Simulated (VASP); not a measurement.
# MgO (Fm-3m) in VASP: a series of runs

MgO is run at these levels: PBE; tasks: single point, relaxation of cell and atoms.

Everything below comes from runs of VASP 6.6.1. Logs are shortened: lines on timing, memory, paths and dates and some standing lists are left out, and cuts for length are marked.

## 1. The cell of the first run

The structure is cubic, space group Fm-3m (No. 225). Conventional cell: a = 4.215 Å, b = 4.215 Å, c = 4.215 Å, α = 90.00°, β = 90.00°, γ = 90.00°. Within 2.8 Å of Mg (site symmetry m-3m) lie 6 O at 2.11 Å. Within 2.8 Å of O (site symmetry m-3m) lie 6 Mg at 2.11 Å.

## 2. Single point, PBE

INCAR

```
PREC = Accurate
ENCUT = 600
EDIFF = 1E-6
ISMEAR = 0
SIGMA = 0.02
LREAL = False
LASPH = True
NELM = 120
ALGO = Normal
ISIF = 2
LWAVE = False
LCHARG = False
GGA = PE
NBANDS = 11
GGA_COMPAT = False
```

KPOINTS

```
regular mesh
0
Gamma
  10 10 10
```

POSCAR

```
MgO
1.0
    0.0000000000      2.1076747249      2.1076747249
    2.1076747249      0.0000000000      2.1076747249
    2.1076747249      2.1076747249      0.0000000000
Mg O
1 1
Direct
    0.0000000000      0.0000000000      0.0000000000
    0.5000000000      0.5000000000      0.5000000000
```

Potentials or basis: VASP PAW PBE potentials, release 64 (Mg, O).

The run is started by

```bash
$ cat potpaw_PBE.64/Mg/POTCAR potpaw_PBE.64/O/POTCAR > POTCAR
$ mpirun -np 1 vasp_std > vasp.out
```

OUTCAR:

```text
PREC = Accurate
   ENCUT = 600
   EDIFF = 1E-6
   ISMEAR = 0
   LREAL = False
   LASPH = True
   NELM = 120
   ISIF = 2
   GGA = PE

 ion  position               nearest neighbor table
   1  0.000  0.000  0.000-   2 2.11   2 2.11   2 2.11   2 2.11   2 2.11   2 2.11
   2  0.500  0.500  0.500-   1 2.11   1 2.11   1 2.11   1 2.11   1 2.11   1 2.11

  LATTYP: Found a face centered cubic cell.
 ALAT       =     4.2153494498

  Lattice vectors:

 A1 = (   0.0000000000,   2.1076747249,   2.1076747249)
 A2 = (   2.1076747249,   0.0000000000,   2.1076747249)
 A3 = (   2.1076747249,   2.1076747249,   0.0000000000)

Analysis of symmetry for initial positions (statically):
=====================================================================
 Subroutine PRICEL returns:
 Original cell was already a primitive cell.

 Routine SETGRP: Setting up the symmetry group for a
 face centered cubic supercell.

 Subroutine GETGRP returns: Found 48 space group operations
 (whereof 48 operations were pure point group operations)
 out of a pool of 48 trial point group operations.

The static configuration has the point symmetry O_h .

Analysis of symmetry for dynamics (positions and initial velocities):
=====================================================================
 Subroutine PRICEL returns:
 Original cell was already a primitive cell.

 Routine SETGRP: Setting up the symmetry group for a
 face centered cubic supercell.

 Subroutine GETGRP returns: Found 48 space group operations
 (whereof 48 operations were pure point group operations)
 out of a pool of 48 trial point group operations.

The dynamic configuration has the point symmetry O_h .

 Subroutine INISYM returns: Found 48 space group operations
 (whereof 48 operations are pure point group operations),
 and found     1 'primitive' translations

----------------------------------------------------------------------------------------

                                     Primitive cell

  volume of cell :      18.7258

  direct lattice vectors                    reciprocal lattice vectors
     0.000000000  2.107674725  2.107674725    -0.237228256  0.237228256  0.237228256
     2.107674725  0.000000000  2.107674725     0.237228256 -0.237228256  0.237228256
     2.107674725  2.107674725  0.000000000     0.237228256  0.237228256 -0.237228256

  length of vectors
     2.980702181  2.980702181  2.980702181     0.410891393  0.410891393  0.410891393

  position of ions in fractional coordinates (direct lattice)
     0.000000000  0.000000000  0.000000000
     0.500000000  0.500000000  0.500000000

  ion indices of the primitive-cell ions
   primitive index   ion index
                 1           1
                 2           2

----------------------------------------------------------------------------------------

 KPOINTS: regular mesh

Automatic generation of k-mesh.
 Grid dimensions read from file:
 generate k-points for:   10   10   10

 Generating k-lattice:

  Cartesian coordinates                     Fractional coordinates (reciprocal lattice)
    -0.023722826  0.023722826  0.023722826     0.100000000  0.000000000  0.000000000
     0.023722826 -0.023722826  0.023722826     0.000000000  0.100000000  0.000000000
     0.023722826  0.023722826 -0.023722826     0.000000000  0.000000000  0.100000000

  Length of vectors
     0.041089139  0.041089139  0.041089139

  Shift w.r.t. Gamma in fractional coordinates (k-lattice)
     0.000000000  0.000000000  0.000000000

 Subroutine IBZKPT returns following result:
 ===========================================

 Found     47 irreducible k-points:

 Following reciprocal coordinates:
            Coordinates               Weight
  0.000000  0.000000  0.000000      1.000000
  0.100000  0.000000  0.000000      8.000000
  0.200000  0.000000  0.000000      8.000000
  0.300000  0.000000  0.000000      8.000000
  0.400000  0.000000  0.000000      8.000000
  0.500000  0.000000  0.000000      4.000000
[... 16 lines left out ...]
  0.300000  0.300000  0.000000      6.000000
  0.400000  0.300000  0.000000     24.000000
 [... further k-points ...]
   k-points           NKPTS =     47   k-points in BZ     NKDIM =     47   number of bands    NBANDS=     11
   number of dos      NEDOS =    301   number of ions     NIONS =      2
   total plane-waves  NPLWV =  13824
   dimension x,y,z NGX =    24 NGY =   24 NGZ =   24
   dimension x,y,z NGXF=    48 NGYF=   48 NGZF=   48
   ions per type =               1   1
   NGX,Y,Z   is equivalent  to a cutoff of  13.39, 13.39, 13.39 a.u.
   NGXF,Y,Z  is equivalent  to a cutoff of  26.77, 26.77, 26.77 a.u.
 SYSTEM =  unknown system
   PREC   = accura    normal or accurate (medium, high low for compatibility)
   ISTART =      0    job   : 0-new  1-cont  2-samecut
   ICHARG =      2    charge: 1-file 2-atom 10-const
   ISPIN  =      1    spin polarized calculation?
   LNONCOLLINEAR =      F non collinear calculations
   LSORBIT =      F    spin-orbit coupling
   LASPH  =      T    aspherical Exc in radial PAW
   ENCUT  =  600.0 eV  44.10 Ry    6.64 a.u.   5.95  5.95  5.95*2*pi/ulx,y,z
   NELM   =    120;   NELMIN=  2; NELMDL= -5     # of ELM steps
   EDIFF  = 0.1E-05   stopping-criterion for ELM
   LREAL  =      F    real-space projection
   EDIFFG = 0.1E-04   stopping-criterion for IOM
   NSW    =      0    number of steps for IOM
   IBRION =     -1    ionic relax: 0-MD 1-quasi-New 2-CG
   NFREE  =      0    steps in history (QN), initial steepest desc. (CG)
   ISIF   =      2    stress and relaxation
   ISYM   =      2    0-nonsym 1-usesym 2-fastsym
   POTIM  = 0.5000    time-step for ionic-motion
   TEBEG  =    0.0;   TEEND  =   0.0 temperature during run
   PSTRESS=    0.0 pullay stress
   NELECT =       8.0000    total number of electrons
   NUPDOWN=      -1.0000    fix difference up-down
   EMIN   =  10.00;   EMAX   =-10.00  energy-range for DOS
   EFERMI =   0.00;   METHOD = LEGACY
   ISMEAR =     0;   SIGMA  =   0.02  broadening in eV -4-tet -1-fermi 0-gaus
   EFERMI_NEDOS =   21; number of points for ismear=-14 and -15
   IALGO  =     38    algorithm
   IMIX   =      4    mixing-type and parameters
     AMIX     =   0.40;   BMIX     =  1.00
     AMIX_MAG =   1.60;   BMIX_MAG =  1.00
  volume/ion in A,a.u.               =       9.36        63.18
  Fermi-wavevector in a.u.,A,eV,Ry     =   1.232985  2.330004 20.684295  1.520253
  Thomas-Fermi vector in A             =   2.367734
   LORBIT       =      0    0 simple, 1 ext, 2 COOP (PROOUT), +10 PAW based schemes
   GGA     = PE    functional components
   LHFCALC =     F    Hartree Fock is set to
   AEXX    =    0.0000 exact exchange contribution
   IVDW    =     0    specifies the selected vdW correction
   LEPSILON=     F    determine dielectric tensor
   LRPA    =     F    only Hartree local field effects (RPA)
 non-spin polarized calculation
 Gauss-broadening in eV      SIGMA  =   0.02
  energy-cutoff  :      600.00
  volume of cell :       18.73
 maximum number of plane-waves:       636
   NGX = 11   NGY = 11   NGZ = 11

 number of electron       8.0000005 magnetization

 Free energy of the ion-electron system (eV)
  ---------------------------------------------------
  ext. energy  EPLUGINS =         0.00000000
  ---------------------------------------------------
  free energy    TOTEN  =       -11.91001474 eV

  energy without entropy =      -11.91001474  energy(sigma->0) =      -11.91001474

 E-fermi :   3.3160     XC(G=0): -11.0672

 val. band max:        3.1674683072   @ k =   0.0000   0.0000   0.0000
 cond. band min:       7.8724188098   @ k =   0.0000   0.0000   0.0000
 fundamental gap:      4.7049505026
 Fermi energy:         3.3159860426

 k-point     1 :       0.0000    0.0000    0.0000
  band No.  band energies     occupation
      1     -14.0830      2.00000
      2       3.1675      2.00000
      3       3.1675      2.00000
      4       3.1675      2.00000
      5       7.8724      0.00000
      6      18.9564      0.00000
      7      18.9564      0.00000
      8      18.9564      0.00000
      9      22.8657      0.00000
     10      24.6386      0.00000
     11      24.6386      0.00000

 k-point     2 :       0.1000    0.0000    0.0000
  band No.  band energies     occupation
      1     -13.9779      2.00000
      2       2.5161      2.00000
      3       3.1001      2.00000
      4       3.1001      2.00000
      5       8.5013      0.00000
      6      17.7073      0.00000
      7      19.1955      0.00000
      8      19.1955      0.00000
      9      23.9071      0.00000
     10      23.9071      0.00000
     11      24.5182      0.00000

 k-point     3 :       0.2000    0.0000    0.0000
  band No.  band energies     occupation
      1     -13.6888      2.00000
      2       1.1978      2.00000
      3       2.9297      2.00000
      4       2.9297      2.00000
      5       9.6978      0.00000
      6      16.1937      0.00000
      7      19.6763      0.00000
      8      19.6763      0.00000
      9      23.2147      0.00000
     10      23.2147      0.00000
     11      25.3958      0.00000

 k-point     4 :       0.3000    0.0000    0.0000
  band No.  band energies     occupation
      1     -13.2984      2.00000
      2      -0.1198      2.00000
      3       2.7295      2.00000
      4       2.7295      2.00000
      5      10.6372      0.00000
      6      15.5012      0.00000
      7      19.7875      0.00000
      8      19.7875      0.00000
      9      23.6606      0.00000
     10      23.6606      0.00000
     11      24.7800      0.00000
[... 239 lines left out ...]
 k-point    22 :      -0.2000    0.2000    0.0000
  band No.  band energies     occupation
      1     -13.1825      2.00000
      2       0.0767      2.00000
      3       1.8357      2.00000
      4       2.7260      2.00000
      5      11.5908      0.00000
      6      15.0621      0.00000
      7      18.2534      0.00000
      8      20.9350      0.00000
      9      21.6297      0.00000
     10      24.5051      0.00000
     11      27.9632      0.00000

 k-point    23 :       0.3000    0.3000    0.0000
  band No.  band energies     occupation
      1     -13.0972      2.00000
      2       0.0230      2.00000
      3       2.2330      2.00000
      4       2.2330      2.00000
      5      11.9959      0.00000
      6      13.5981      0.00000
      7      17.5730      0.00000
      8      21.0765      0.00000
      9      21.0765      0.00000
     10      27.2878      0.00000
     11      30.4986      0.00000

 k-point    24 :       0.4000    0.3000    0.0000
  band No.  band energies     occupation
      1     -12.8512      2.00000
      2      -0.3997      2.00000
      3       1.8682      2.00000
      4       2.0863      2.00000
      5      12.7188      0.00000
      6      13.3408      0.00000
      7      16.7459      0.00000
      8      21.3159      0.00000
      9      21.5218      0.00000
     10      28.0276      0.00000
     11      30.0984      0.00000

 [... further k-points ...]

------------------------ aborting loop because EDIFF is reached ----------------------------------------

  FORCE on cell =-STRESS in cart. coord.  units (eV):
  Direction    XX          YY          ZZ          XY          YZ          ZX
  --------------------------------------------------------------------------------------
  -------------------------------------------------------------------------------------
  Total        0.3860876      0.3860876      0.3860876      0.0000000      0.0000000      0.0000000
  in kB       33.0335805     33.0335805     33.0335805      0.0000000      0.0000000      0.0000000
  external PRESSURE =      33.0335805 kB  Pullay stress =       0.0000000 kB

 VOLUME and BASIS-vectors are now :
 -----------------------------------------------------------------------------
  energy-cutoff  :      600.00
  volume of cell :       18.73
      direct lattice vectors                 reciprocal lattice vectors
     0.000000000  2.107674725  2.107674725    -0.237228256  0.237228256  0.237228256
     2.107674725  0.000000000  2.107674725     0.237228256 -0.237228256  0.237228256
     2.107674725  2.107674725  0.000000000     0.237228256  0.237228256 -0.237228256

 POSITION                                       TOTAL-FORCE (eV/Angst)
 -----------------------------------------------------------------------------------
      0.00000      0.00000      0.00000        -0.000000     -0.000000     -0.000000
      2.10767      2.10767      2.10767         0.000000      0.000000      0.000000
 -----------------------------------------------------------------------------------
    total drift:                               -0.000000     -0.000000      0.000000

  FREE ENERGIE OF THE ION-ELECTRON SYSTEM (eV)
  ---------------------------------------------------
  free  energy   TOTEN  =       -11.9100147438 eV

  energy  without entropy=      -11.9100147438  energy(sigma->0) =      -11.91001474
```

It took 11 s on 1 thread of AMD EPYC 7R43 (Zen 3), shared host; peak memory 0.11 GiB.

Results:

| Property | Result |
| --- | --- |
| Free energy | -11.9100 eV |
| Pressure | 3.3 GPa |
| Band gap on the k mesh | 4.70 eV |

Caveat: the cell stands under pressure. As with any semilocal functional, this PBE gap is likely too small.

## 3. Relaxation of cell and atoms, PBE, target pressure 4.3 GPa, at which the enthalpy is minimised

INCAR

```
SYSTEM = MgO
PREC     = Accurate       ! precision mode
ENCUT    = 600            ! plane-wave cutoff, eV
EDIFF    = 1E-7           ! SCF threshold, eV
ISMEAR   = 0              ! smearing method
SIGMA    = 0.02           ! smearing width, eV
LREAL    = .FALSE.        ! projectors in reciprocal space
LASPH    = .TRUE.         ! aspherical terms in the spheres
NELM     = 120            ! most SCF steps
ALGO     = Normal         ! electronic algorithm
ISIF     = 3              ! what is computed and relaxed
LWAVE    = .FALSE.        ! write WAVECAR
LCHARG   = .FALSE.        ! write CHGCAR
GGA      = PE             ! functional
IBRION   = 2              ! ionic algorithm
NSW      = 100            ! ionic steps
EDIFFG   = -0.002         ! ionic threshold
PSTRESS  = 43.0         
GGA_COMPAT= .FALSE.      
NELMIN   = 4
```

KPOINTS

```
regular mesh
0
G
  10 10 10
  0 0 0
```

POSCAR

```
MgO
1.0
    0.0000000000      2.1085000000      2.1085000000
    2.1085000000      0.0000000000      2.1085000000
    2.1085000000      2.1085000000      0.0000000000
Mg O
1 1
Direct
    0.0000000000      0.0000000000      0.0000000000
    0.5000000000      0.5000000000      0.5000000000
```

Potentials or basis: VASP PAW PBE potentials, release 64 (Mg, O).

The run is started by

```bash
$ cat potpaw_PBE.64/Mg/POTCAR potpaw_PBE.64/O/POTCAR > POTCAR
$ mpirun -np 1 vasp_std > vasp.out
```

Run time: 21 s. Hardware: 1 thread of AMD EPYC 7R43 (Zen 3), shared host; peak memory 0.12 GiB.

It converged, with:

| Property | Result |
| --- | --- |
| Free energy | -11.9075 eV |
| Relaxed volume | 9.31 Å³/atom |
| Relaxed cell | a = 2.975 Å, b = 2.975 Å, c = 2.975 Å, α = 60.00°, β = 60.00°, γ = 60.00° |
| Space group after relaxing (to 0.1 Å) | Fm-3m (No. 225) |
| Energy change on relaxing (the run minimises the enthalpy) | +1.5 meV/atom |
| Ionic steps | 3 |
| Pressure after relaxing | 4.3 GPa |
| Band gap on the k mesh | 4.76 eV |

Step by step:
```
step  energy change (eV)  largest force (eV/Å)  pressure (GPa)  volume (Å³)
   1              0.0000                0.0000            3.12        18.75
   2              0.0046                0.0000            4.80        18.56
   3              0.0031                0.0000            4.30        18.62
```

Final structure:
```
Mg O
1.0
     0.00000    2.10353    2.10353
     2.10353    0.00000    2.10353
     2.10353    2.10353    0.00000
Mg O
1 1
Direct
  0.00000 0.00000 0.00000
  0.50000 0.50000 0.50000
```

Levels at points of the mesh, in eV from the valence-band top:
```
           k point  band 1  band 2  band 3  band 4  band 5  band 6  band 7  band 8
(0.00, 0.00, 0.00)  -17.28    0.00    0.00    0.00    4.76   15.82   15.82   15.82
(0.50, 0.00, 0.00)  -15.99   -4.63   -0.66   -0.66    7.92   12.65   16.35   16.35
(0.50, 0.50, 0.00)  -15.73   -4.10   -1.35   -1.35    9.13   10.01   13.14   19.03
```

Caveat: the cell is relaxed towards a set pressure, so the run minimises the enthalpy, not the energy.
